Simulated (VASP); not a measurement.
Input of a VASP 6.6.1 run:

The input INCAR:

```
PREC = Accurate
ENCUT = 520
EDIFF = 1E-6
ISMEAR = 0
SIGMA = 0.05
LREAL = False
LASPH = True
NELM = 200
ALGO = Normal
ISIF = 2
LWAVE = False
LCHARG = False
ISPIN = 2
MAGMOM = 0.5 0.5
LORBIT = 11
GGA = PS
NBANDS = 15
GGA_COMPAT = False
```

The input KPOINTS:

```
Automatic mesh
0
Gamma
  1 1 19
```

Contents of POSCAR:

```
AlN
1.0
    9.0000000000      0.0000000000      0.0000000000
    0.0000000000      9.3000000000      0.0000000000
    0.0000000000      0.0000000000      3.3677284324
Al N
1 1
Direct
    0.5000000000      0.5000000000     -0.0175002895
    0.5000000000      0.5000000000      0.4825002895
```

Potentials or basis: VASP PAW PBE potentials, release 64 (Al, N).

The run is started by

```sh
$ cat potpaw_PBE.64/Al/POTCAR potpaw_PBE.64/N/POTCAR > POTCAR
$ mpirun -np 1 vasp_std > vasp.out
```

Problem. Predict the band gap on the k mesh.

Solution. 2.46 eV (least direct gap 3.43 eV).

Problem. What does it give for the net moment?

Solution. 0.00 μB per cell.
